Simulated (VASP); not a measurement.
Crystal: Cu5Mo.

```
Cu Mo
1.0
     5.00466    0.00000    0.00000
    -2.50233    4.33416    0.00000
     0.00000    0.00000    4.10912
Cu Mo
5 1
Cartesian
  2.5023 0.0000 2.0546
  1.2512 2.1671 2.0546
  -1.2512 2.1671 2.0546
  0.0000 2.8894 0.0000
  2.5023 1.4447 0.0000
  0.0000 0.0000 0.0000
```

The cell was built from a structure type or drawn by symmetry, and may not be a known phase.

| Property | Result |
| --- | --- |
| Program | VASP 6.6.1 |
| Task | relaxation of cell and atoms |
| Functional | PBE |
| Potentials or basis | VASP PAW PBE potentials, release 64 (Cu, Mo_sv) |
| Cutoff | 600 eV |
| k mesh | 6 × 6 × 4 |
| Occupations | gaussian, width 0.1 eV |
| Spin | no spin polarisation |

At the start: pressure -13.1 GPa; volume 14.86 Å³/atom.

Q: Where does the relaxation end?

A: Over 6 steps the energy falls by 91.6 meV/atom and the volume is 13.19 Å³/atom (-11.2 %); space group P6/mmm (No. 191, to 0.1 Å) before and after.

Step by step:
```csv
step,energy change (eV),largest force (eV/Å),pressure (GPa),volume (Å³)
1,0.0000,0.0000,-13.12,89.13
2,-0.3622,0.0000,11.51,74.31
3,-0.5050,0.0000,0.71,78.92
4,-0.5428,0.0000,0.44,79.06
5,-0.5486,0.0000,0.42,79.15
6,-0.5496,0.0000,0.40,79.13
```

Final structure:
```
CELL_PARAMETERS angstrom
4.70884 0.00000 0.00000
-2.35442 4.07798 0.00000
0.00000 0.00000 4.12074
ATOMIC_POSITIONS crystal
Cu 0.50000 0.00000 0.50000
Cu 0.50000 0.50000 0.50000
Cu 0.00000 0.50000 0.50000
Cu 0.33333 0.66667 0.00000
Cu 0.66667 0.33333 0.00000
Mo 0.00000 0.00000 0.00000
```

Caveat: the k points lie up to 0.38 Å⁻¹ apart in the final cell, too coarse for converged energies and pressures of a metal.
